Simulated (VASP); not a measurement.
# MgS (Immm) in VASP: further runs

Runs on MgS. Level: PBEsol. Tasks: single point.

All numbers are computed with VASP 6.6.1; they aren't measurements. Logs are shortened: lines on timing, memory, paths and dates and some standing lists are left out, and cuts for length are marked.

## 1. The cell of the first run

It takes space group Immm (No. 71, orthorhombic). Conventional cell: a = 3.655 Å, b = 3.701 Å, c = 5.169 Å, α = 90.00°, β = 90.00°, γ = 90.00°. Within 3.4 Å of Mg (site symmetry mmm) lie 6 S at 2.58 to 2.60 Å. Within 3.4 Å of S (site symmetry mmm) lie 6 Mg at 2.58 to 2.60 Å.

## 2. Single point, PBEsol (strained cell)

INCAR

```
SYSTEM = MgS
PREC     = Accurate       ! precision mode
ENCUT    = 600            ! plane-wave cutoff, eV
EDIFF    = 1E-6           ! SCF threshold, eV
ISMEAR   = 0              ! smearing method
SIGMA    = 0.02           ! smearing width, eV
LREAL    = .False.        ! projectors in reciprocal space
LASPH    = .True.         ! aspherical terms in the spheres
NELM     = 120            ! most SCF steps
ALGO     = Normal         ! electronic algorithm
ISIF     = 2              ! what is computed and relaxed
LWAVE    = .False.        ! write WAVECAR
LCHARG   = .True.         ! write CHGCAR
GGA      = PS             ! functional
LELF     = .True.         ! ELF
LVHAR    = .True.       
NBANDS   = 11             ! bands
GGA_COMPAT= .False.
```

KPOINTS

```
Automatic mesh
0
Gamma
  6 6 6
  0 0 0
```

POSCAR

```
MgS
1.0
    0.0161950627      2.6009270768      2.5847320141
    2.6009270768      0.0161950627      2.5847320141
    2.6171221396      2.6171221396      0.0000000001
Mg S
1 1
Direct
    0.0000000000      0.0000000000      0.0000000000
    0.5000000000      0.5000000000      0.5000000000
```

Potentials or basis: VASP PAW PBE potentials, release 64 (Mg, S).

Launch:

```console
> cat potpaw_PBE.64/Mg/POTCAR potpaw_PBE.64/S/POTCAR > POTCAR
> mpirun -np 1 vasp_std > vasp.out
```

OUTCAR:

```text
SYSTEM = MgS
   PREC = Accurate
   ENCUT = 600
   EDIFF = 1E-6
   ISMEAR = 0
   LREAL = .False.
   LASPH = .True.
   NELM = 120
   ISIF = 2
   GGA = PS

 ion  position               nearest neighbor table
   1  0.000  0.000  0.000-   2 2.58   2 2.58   2 2.60   2 2.60   2 2.60   2 2.60
   2  0.500  0.500  0.500-   1 2.58   1 2.58   1 2.60   1 2.60   1 2.60   1 2.60

  LATTYP: Found a body centered orthorhombic cell.
 ALAT       =     3.6553630694
 B/A-ratio  =     1.0125313283
 C/A-ratio  =     1.4142135623

  Lattice vectors:

 A1 = (   2.6009270769,   0.0161950628,  -2.5847320140)
 A2 = (  -2.6009270768,  -0.0161950627,  -2.5847320141)
 A3 = (   0.0161950627,   2.6009270768,   2.5847320141)

Analysis of symmetry for initial positions (statically):
=====================================================================
 Subroutine PRICEL returns:
 Original cell was already a primitive cell.

 Routine SETGRP: Setting up the symmetry group for a
 body centered orthorhombic supercell.

 Subroutine GETGRP returns: Found  8 space group operations
 (whereof  8 operations were pure point group operations)
 out of a pool of  8 trial point group operations.

The static configuration has the point symmetry D_2h.

Analysis of symmetry for dynamics (positions and initial velocities):
=====================================================================
 Subroutine PRICEL returns:
 Original cell was already a primitive cell.

 Routine SETGRP: Setting up the symmetry group for a
 body centered orthorhombic supercell.

 Subroutine GETGRP returns: Found  8 space group operations
 (whereof  8 operations were pure point group operations)
 out of a pool of  8 trial point group operations.

The dynamic configuration has the point symmetry D_2h.

 Subroutine INISYM returns: Found  8 space group operations
 (whereof  8 operations are pure point group operations),
 and found     1 'primitive' translations

----------------------------------------------------------------------------------------

                                     Primitive cell

  volume of cell :      34.9691

  direct lattice vectors                    reciprocal lattice vectors
     0.016195063  2.600927077  2.584732014    -0.193443652  0.193443652  0.193443652
     2.600927077  0.016195063  2.584732014     0.193443652 -0.193443652  0.193443652
     2.617122140  2.617122140  0.000000000     0.191049547  0.191049547 -0.193443652

  length of vectors
     3.666868354  3.666868354  3.701169624     0.335054234  0.335054234  0.332295509

  position of ions in fractional coordinates (direct lattice)
     0.000000000  0.000000000  0.000000000
     0.500000000  0.500000000  0.500000000

  ion indices of the primitive-cell ions
   primitive index   ion index
                 1           1
                 2           2

----------------------------------------------------------------------------------------

 KPOINTS: Automatic mesh

Automatic generation of k-mesh.
 Grid dimensions read from file:
 generate k-points for:    6    6    6

 Generating k-lattice:

  Cartesian coordinates                     Fractional coordinates (reciprocal lattice)
    -0.032240609  0.032240609  0.032240609     0.166666667  0.000000000  0.000000000
     0.032240609 -0.032240609  0.032240609     0.000000000  0.166666667  0.000000000
     0.031841591  0.031841591 -0.032240609    -0.000000000 -0.000000000  0.166666667

  Length of vectors
     0.055842372  0.055842372  0.055382585

  Shift w.r.t. Gamma in fractional coordinates (k-lattice)
     0.000000000  0.000000000  0.000000000

 Subroutine IBZKPT returns following result:
 ===========================================

 Found     46 irreducible k-points:

 Following reciprocal coordinates:
            Coordinates               Weight
  0.000000  0.000000  0.000000      1.000000
  0.166667 -0.000000 -0.000000      4.000000
  0.333333 -0.000000 -0.000000      4.000000
  0.500000  0.000000  0.000000      2.000000
  0.166667  0.166667 -0.000000      2.000000
  0.333333  0.166667 -0.000000      4.000000
[... 16 lines left out ...]
 -0.166667  0.333333  0.166667      4.000000
  0.500000  0.500000  0.166667      4.000000
 [... further k-points ...]
   k-points           NKPTS =     46   k-points in BZ     NKDIM =     46   number of bands    NBANDS=     11
   number of dos      NEDOS =    301   number of ions     NIONS =      2
   total plane-waves  NPLWV =  27000
   dimension x,y,z NGX =    30 NGY =   30 NGZ =   30
   dimension x,y,z NGXF=    60 NGYF=   60 NGZF=   60
   ions per type =               1   1
   NGX,Y,Z   is equivalent  to a cutoff of  13.60, 13.60, 13.48 a.u.
   NGXF,Y,Z  is equivalent  to a cutoff of  27.20, 27.20, 26.95 a.u.
 SYSTEM =  MgS
   PREC   = accura    normal or accurate (medium, high low for compatibility)
   ISTART =      0    job   : 0-new  1-cont  2-samecut
   ICHARG =      2    charge: 1-file 2-atom 10-const
   ISPIN  =      1    spin polarized calculation?
   LNONCOLLINEAR =      F non collinear calculations
   LSORBIT =      F    spin-orbit coupling
   LASPH  =      T    aspherical Exc in radial PAW
   ENCUT  =  600.0 eV  44.10 Ry    6.64 a.u.   7.32  7.32  7.39*2*pi/ulx,y,z
   NELM   =    120;   NELMIN=  2; NELMDL= -5     # of ELM steps
   EDIFF  = 0.1E-05   stopping-criterion for ELM
   LREAL  =      F    real-space projection
   EDIFFG = 0.1E-04   stopping-criterion for IOM
   NSW    =      0    number of steps for IOM
   IBRION =     -1    ionic relax: 0-MD 1-quasi-New 2-CG
   NFREE  =      0    steps in history (QN), initial steepest desc. (CG)
   ISIF   =      2    stress and relaxation
   ISYM   =      2    0-nonsym 1-usesym 2-fastsym
   POTIM  = 0.5000    time-step for ionic-motion
   TEBEG  =    0.0;   TEEND  =   0.0 temperature during run
   PSTRESS=    0.0 pullay stress
   NELECT =       8.0000    total number of electrons
   NUPDOWN=      -1.0000    fix difference up-down
   EMIN   =  10.00;   EMAX   =-10.00  energy-range for DOS
   EFERMI =   0.00;   METHOD = LEGACY
   ISMEAR =     0;   SIGMA  =   0.02  broadening in eV -4-tet -1-fermi 0-gaus
   EFERMI_NEDOS =   21; number of points for ismear=-14 and -15
   IALGO  =     38    algorithm
   IMIX   =      4    mixing-type and parameters
     AMIX     =   0.40;   BMIX     =  1.00
     AMIX_MAG =   1.60;   BMIX_MAG =  1.00
  volume/ion in A,a.u.               =      17.48       117.99
  Fermi-wavevector in a.u.,A,eV,Ry     =   1.001251  1.892091 13.639901  1.002504
  Thomas-Fermi vector in A             =   2.133661
   LORBIT       =      0    0 simple, 1 ext, 2 COOP (PROOUT), +10 PAW based schemes
   GGA     = PS    functional components
   LHFCALC =     F    Hartree Fock is set to
   AEXX    =    0.0000 exact exchange contribution
   IVDW    =     0    specifies the selected vdW correction
   LEPSILON=     F    determine dielectric tensor
   LRPA    =     F    only Hartree local field effects (RPA)
 non-spin polarized calculation
 Gauss-broadening in eV      SIGMA  =   0.02
  energy-cutoff  :      600.00
  volume of cell :       34.97
 maximum number of plane-waves:      1195
 NGX is ok and might be reduce to    30
   NGX = 15   NGY = 15   NGZ = 15

 number of electron       7.9999999 magnetization

 Free energy of the ion-electron system (eV)
  ---------------------------------------------------
  ext. energy  EPLUGINS =         0.00000000
  ---------------------------------------------------
  free energy    TOTEN  =        -9.07089545 eV

  energy without entropy =       -9.07089545  energy(sigma->0) =       -9.07089545

 E-fermi :   3.9730     XC(G=0):  -9.8655

 val. band max:        3.8080308707   @ k =   0.0000   0.0000   0.0000
 cond. band min:       6.4302149503   @ k =   0.5000   0.5000   0.0000
 fundamental gap:      2.6221840796
 Fermi energy:         3.9730398996

 k-point     1 :       0.0000    0.0000    0.0000
  band No.  band energies     occupation
      1      -8.9824      2.00000
      2       3.6953      2.00000
      3       3.7228      2.00000
      4       3.8080      2.00000
      5       7.3867      0.00000
      6      11.4631      0.00000
      7      11.6357      0.00000
      8      11.6744      0.00000
      9      14.0173      0.00000
     10      14.1025      0.00000
     11      16.0492      0.00000

 k-point     2 :       0.1667   -0.0000   -0.0000
  band No.  band energies     occupation
      1      -8.7095      2.00000
      2       2.1091      2.00000
      3       3.5158      2.00000
      4       3.5755      2.00000
      5       8.4616      0.00000
      6      11.3466      0.00000
      7      11.7542      0.00000
      8      11.9237      0.00000
      9      13.2568      0.00000
     10      13.3816      0.00000
     11      16.0741      0.00000

 k-point     3 :       0.3333   -0.0000   -0.0000
  band No.  band energies     occupation
      1      -8.0475      2.00000
      2      -0.1527      2.00000
      3       3.2082      2.00000
      4       3.2713      2.00000
      5       8.3568      0.00000
      6      10.8917      0.00000
      7      11.0417      0.00000
      8      13.1170      0.00000
      9      15.1285      0.00000
     10      15.1503      0.00000
     11      15.2832      0.00000

 k-point     4 :       0.5000    0.0000    0.0000
  band No.  band energies     occupation
      1      -7.6208      2.00000
      2      -1.1717      2.00000
      3       3.0737      2.00000
      4       3.1380      2.00000
      5       8.1046      0.00000
      6      10.4524      0.00000
      7      10.6046      0.00000
      8      13.8702      0.00000
      9      15.7705      0.00000
     10      18.1339      0.00000
     11      18.2428      0.00000
[... 239 lines left out ...]
 k-point    22 :      -0.3333    0.3333    0.1667
  band No.  band energies     occupation
      1      -7.3130      2.00000
      2      -0.2555      2.00000
      3       0.9393      2.00000
      4       2.0941      2.00000
      5       8.9758      0.00000
      6      10.2660      0.00000
      7      12.3806      0.00000
      8      12.6412      0.00000
      9      15.9335      0.00000
     10      17.6020      0.00000
     11      19.4609      0.00000

 k-point    23 :      -0.1667    0.3333    0.1667
  band No.  band energies     occupation
      1      -7.6011      2.00000
      2      -0.0082      2.00000
      3       1.4911      2.00000
      4       2.4508      2.00000
      5       8.9570      0.00000
      6      10.2096      0.00000
      7      10.8454      0.00000
      8      13.5363      0.00000
      9      15.2287      0.00000
     10      18.6093      0.00000
     11      19.1706      0.00000

 k-point    24 :       0.5000    0.5000    0.1667
  band No.  band energies     occupation
      1      -7.3600      2.00000
      2      -0.2769      2.00000
      3       1.3119      2.00000
      4       2.3066      2.00000
      5       7.3997      0.00000
      6       9.1489      0.00000
      7      13.7182      0.00000
      8      14.0268      0.00000
      9      16.5223      0.00000
     10      18.4813      0.00000
     11      19.7209      0.00000

 [... further k-points ...]
[... 5 lines left out ...]
  --------------------------------------------------------------------------------------
  -------------------------------------------------------------------------------------
  Total       -0.1702412     -0.1702412     -0.0245407     -0.1452866     -0.0000000     -0.0000000
  in kB       -7.7999221     -7.7999221     -1.1243783     -6.6565786     -0.0000000     -0.0000000
  external PRESSURE =      -5.5747408 kB  Pullay stress =       0.0000000 kB

 VOLUME and BASIS-vectors are now :
 -----------------------------------------------------------------------------
  energy-cutoff  :      600.00
  volume of cell :       34.97
      direct lattice vectors                 reciprocal lattice vectors
     0.016195063  2.600927077  2.584732014    -0.193443652  0.193443652  0.193443652
     2.600927077  0.016195063  2.584732014     0.193443652 -0.193443652  0.193443652
     2.617122140  2.617122140  0.000000000     0.191049547  0.191049547 -0.193443652

 POSITION                                       TOTAL-FORCE (eV/Angst)
 -----------------------------------------------------------------------------------
      0.00000      0.00000      0.00000         0.000000      0.000000     -0.000000
      2.61712      2.61712      2.58473         0.000000     -0.000000      0.000000
 -----------------------------------------------------------------------------------
    total drift:                               -0.000000     -0.000000      0.000000

  FREE ENERGIE OF THE ION-ELECTRON SYSTEM (eV)
  ---------------------------------------------------
  free  energy   TOTEN  =        -9.0708954518 eV

  energy  without entropy=       -9.0708954518  energy(sigma->0) =       -9.07089545
```

It took 11 s on 1 thread of AMD EPYC 9R45 (Zen 5), shared host; peak memory 0.15 GiB.

What came out:

```
Free energy            : -9.0709 eV
Pressure               : -0.6 GPa
Band gap on the k mesh : 2.62 eV (least direct gap 3.58 eV)
```

Stress tensor (GPa, compression positive):
```
-0.78 -0.67  0.00
-0.67 -0.78  0.00
 0.00  0.00 -0.11
```

Caveat: the cell differs from its parent crystal (strained cell); the PAW data sets were made with another functional, which shifts forces and pressure a little.

## 3. Single point, PBEsol (strained cell)

INCAR

```
ALGO = Normal
EDIFF = 1E-6
ENCUT = 600
GGA = PS
GGA_COMPAT = False
ISIF = 2
ISMEAR = 0
LASPH = True
LCHARG = False
LREAL = False
LWAVE = False
NBANDS = 11
NELM = 120
PREC = Accurate
SIGMA = 0.02
```

KPOINTS

```
k-points
0
Gamma
  6 6 6
```

POSCAR

```
MgS
1.0
    0.0156060791      2.6015160605      2.5859745410
    2.6015160605      0.0156060791      2.5859745410
    2.6171221396      2.6171221396      0.0000000000
Mg S
1 1
Direct
    0.0000000000      0.0000000000      0.0000000000
    0.5000000000      0.5000000000      0.5000000000
```

Potentials or basis: VASP PAW PBE potentials, release 64 (Mg, S).

Launch:

```console
> cat potpaw_PBE.64/Mg/POTCAR potpaw_PBE.64/S/POTCAR > POTCAR
> mpirun -np 1 vasp_std > vasp.out
```

OUTCAR:

```text
EDIFF = 1E-6
   ENCUT = 600
   GGA = PS
   ISIF = 2
   ISMEAR = 0
   LASPH = True
   LREAL = False
   NELM = 120
   PREC = Accurate

 ion  position               nearest neighbor table
   1  0.000  0.000  0.000-   2 2.59   2 2.59   2 2.60   2 2.60   2 2.60   2 2.60
   2  0.500  0.500  0.500-   1 2.59   1 2.59   1 2.60   1 2.60   1 2.60   1 2.60

  LATTYP: Found a body centered orthorhombic cell.
 ALAT       =     3.6570289668
 B/A-ratio  =     1.0120700869
 C/A-ratio  =     1.4142488695

  Lattice vectors:

 A1 = (   2.6015160605,   0.0156060791,  -2.5859745410)
 A2 = (  -2.6015160605,  -0.0156060791,  -2.5859745410)
 A3 = (   0.0156060791,   2.6015160605,   2.5859745410)

Analysis of symmetry for initial positions (statically):
=====================================================================
 Subroutine PRICEL returns:
 Original cell was already a primitive cell.

 Routine SETGRP: Setting up the symmetry group for a
 body centered orthorhombic supercell.

 Subroutine GETGRP returns: Found  8 space group operations
 (whereof  8 operations were pure point group operations)
 out of a pool of  8 trial point group operations.

The static configuration has the point symmetry D_2h.

[... 165 lines left out ...]
 fundamental gap:      2.6241311507
 Fermi energy:         3.9625519125

 k-point     1 :       0.0000    0.0000    0.0000
  band No.  band energies     occupation
      1      -8.9854      2.00000
      2       3.6885      2.00000
      3       3.7152      2.00000
      4       3.7971      2.00000
      5       7.3711      0.00000
      6      11.4600      0.00000
      7      11.6259      0.00000
      8      11.6635      0.00000
      9      14.0095      0.00000
     10      14.0913      0.00000
     11      16.0387      0.00000
[... 309 lines left out ...]
 k-point    24 :       0.5000    0.5000    0.1667
  band No.  band energies     occupation
      1      -7.3663      2.00000
      2      -0.2805      2.00000
      3       1.3081      2.00000
      4       2.2980      2.00000
      5       7.3885      0.00000
      6       9.1449      0.00000
      7      13.7031      0.00000
      8      14.0133      0.00000
      9      16.5049      0.00000
     10      18.4692      0.00000
     11      19.7063      0.00000

 [... further k-points ...]
[... 5 lines left out ...]
  --------------------------------------------------------------------------------------
  -------------------------------------------------------------------------------------
  Total       -0.1838773     -0.1838773     -0.0446740     -0.1400126      0.0000000      0.0000000
  in kB       -8.4167999     -8.4167999     -2.0449081     -6.4089383      0.0000000      0.0000000
  external PRESSURE =      -6.2928359 kB  Pullay stress =       0.0000000 kB

 VOLUME and BASIS-vectors are now :
 -----------------------------------------------------------------------------
  energy-cutoff  :      600.00
  volume of cell :       35.00
      direct lattice vectors                 reciprocal lattice vectors
     0.015606079  2.601516060  2.585974541    -0.193355532  0.193355532  0.193350705
     2.601516060  0.015606079  2.585974541     0.193355532 -0.193355532  0.193350705
     2.617122140  2.617122140  0.000000000     0.191049547  0.191049547 -0.193350705

 POSITION                                       TOTAL-FORCE (eV/Angst)
 -----------------------------------------------------------------------------------
      0.00000      0.00000      0.00000         0.000000      0.000000     -0.000000
      2.61712      2.61712      2.58597         0.000000      0.000000      0.000000
 -----------------------------------------------------------------------------------
    total drift:                               -0.000000     -0.000000      0.000000

  FREE ENERGIE OF THE ION-ELECTRON SYSTEM (eV)
  ---------------------------------------------------
  free  energy   TOTEN  =        -9.0708676537 eV

  energy  without entropy=       -9.0708676537  energy(sigma->0) =       -9.07086765
```

stdout:

```text
POSCAR found type information on POSCAR MgS
 POSCAR found :  2 types and       2 ions
 scaLAPACK will be used
 -----------------------------------------------------------------------------
|                                                                             |
|                                                                             |
|     You enforced a specific xc type in the INCAR file but a different       |
|     I HOPE YOU KNOW WHAT YOU ARE DOING!                                     |
|                                                                             |
 -----------------------------------------------------------------------------

 LDA part: xc-table for (Slater+PW92), standard interpolation
 POSCAR, INCAR and KPOINTS ok, starting setup
 FFT: planning ... GRIDC
 FFT: planning ... GRID_SOFT
 FFT: planning ... GRID
 WAVECAR not read
 entering main loop
```

Run time: 10 s. Hardware: 1 thread of AMD EPYC 9R45 (Zen 5), shared host; peak memory 0.15 GiB.

What came out:

```
Free energy            : -9.0709 eV
Pressure               : -0.6 GPa
Band gap on the k mesh : 2.62 eV (least direct gap 3.57 eV)
```

Levels at points of the mesh, in eV from the valence-band top:
| k point | band 2 | band 3 | band 4 | band 5 | band 6 | band 7 |
| --- | --- | --- | --- | --- | --- | --- |
| (0.00, 0.00, 0.00) | -0.11 | -0.08 | 0.00 | 3.57 | 7.66 | 7.83 |
| (0.50, 0.00, 0.00) | -4.97 | -0.73 | -0.67 | 4.30 | 6.65 | 6.80 |
| (0.50, 0.50, 0.00) | -4.35 | -1.88 | -1.73 | 2.62 | 4.15 | 11.91 |
| (0.00, 0.00, 0.50) | -5.01 | -0.66 | -0.63 | 4.39 | 6.81 | 6.82 |
| (0.50, 0.00, 0.50) | -4.36 | -1.80 | -1.75 | 2.66 | 4.17 | 11.83 |

Caveat: the cell differs from its parent crystal (strained cell); the PAW data sets were made with another functional, which shifts forces and pressure a little. A k mesh can miss the band edges.

(Continued in part 2 of 2.)
